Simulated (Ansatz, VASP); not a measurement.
# SnO2 in VASP and in Ansatz

File INCAR:

```
SYSTEM = SnO2
ALGO     = Normal         ! electronic algorithm
EDIFF    = 1E-6           ! SCF threshold, eV
ENCUT    = 520            ! plane-wave cutoff, eV
GGA      = PE             ! functional
ISIF     = 2              ! what is computed and relaxed
ISMEAR   = 0              ! smearing method
IVDW     = 12             ! dispersion correction
LASPH    = .TRUE.         ! aspherical terms in the spheres
LCHARG   = .FALSE.        ! write CHGCAR
LREAL    = .FALSE.        ! projectors in reciprocal space
LWAVE    = .FALSE.        ! write WAVECAR
NBANDS   = 49             ! bands
NELM     = 60             ! most SCF steps
PREC     = Accurate       ! precision mode
SIGMA    = 0.05           ! smearing width, eV
```

The input KPOINTS:

```
k-points
0
G
  9 9 2
  0 0 0
```

The input POSCAR:

```
SnO2
1.0
   -3.2372529198      0.0000000000      0.0000000000
   -1.6186264599     -2.8035432670      0.0000000000
   -2.9135276278     -1.6821259603     13.2254773976
Sn O
3 6
Direct
    0.3746156239      0.3746156239      0.4867517379
    0.9026561427     -0.0973438573      0.1622397622
   -0.1534248948     -0.1534248948      0.8112637135
    0.5243843801      0.5243843801      0.2371371442
    0.4683033427     -0.5316966573      0.8861610955
   -0.0036561386     -0.0036561386      0.5616491199
    0.2248468677      0.2248468677      0.7363663315
    0.7528873865     -0.2471126135      0.4118543559
    0.2809279052      0.2809279052      0.0873423802
```

Input for Ansatz:

```yaml
crystal:
  lattice:
    - [-3.2372529198, 0.0, 0.0]
    - [-1.6186264599, -2.803543267, 0.0]
    - [-2.9135276278, -1.6821259603, 13.2254773976]
  atoms:
    - { symbol: Sn, position: [0.3746156239, 0.3746156239, 0.4867517379] }
    - { symbol: Sn, position: [0.9026561427, -0.0973438573, 0.1622397622] }
    - { symbol: Sn, position: [-0.1534248948, -0.1534248948, 0.8112637135] }
    - { symbol: O, position: [0.5243843801, 0.5243843801, 0.2371371442] }
    - { symbol: O, position: [0.4683033427, -0.5316966573, 0.8861610955] }
    - { symbol: O, position: [-0.0036561386, -0.0036561386, 0.5616491199] }
    - { symbol: O, position: [0.2248468677, 0.2248468677, 0.7363663315] }
    - { symbol: O, position: [0.7528873865, -0.2471126135, 0.4118543559] }
    - { symbol: O, position: [0.2809279052, 0.2809279052, 0.0873423802] }
basis:
  ecutwfc: 520.0
kpoints:
  mp_grid: { grid: [9, 9, 2] }
hamiltonian:
  xc: pbe
  pseudopotentials: { kind: paw, azcp: { folder: soft_1 } }
  dispersion: d3bj
scf:
  occupations: { method: gaussian, width: 0.05 }
output:
  forces: true
  stress: true
  eigenvalues: true
```

Alike in both runs: task single point; functional PBE; dispersion D3(BJ); k mesh 9 × 9 × 2; occupations gaussian, width 0.05 eV; no spin polarisation.

|  | VASP | Ansatz |
| --- | --- | --- |
| version | VASP 6.6.1 | Ansatz 0.2.0 |
| potentials or method | VASP PAW PBE potentials, release 64 (Sn_d, O), cutoff 520 eV | scalar-relativistic, plane waves, PAW |
| valence electrons in the cell | 78 | 78 |

|  | VASP | Ansatz | Ansatz less VASP |
| --- | --- | --- | --- |
| gap on the k mesh at the Fermi level (eV) | 1.54 | 1.56 | +0.024 |
| least direct gap on the mesh (eV) | 1.61 | 1.63 | +0.018 |
| pressure (GPa) | 0.8 | 0.1 | -0.67 |
| traceless stress, the component that is largest in VASP (GPa) | 1.24 | 1.67 | +0.425 |
| rms of the force components (eV/Å) | 0.071 | 0.071 | +0.0008 |

Atom by atom the forces differ by 0.026 eV/Å (rms over components).
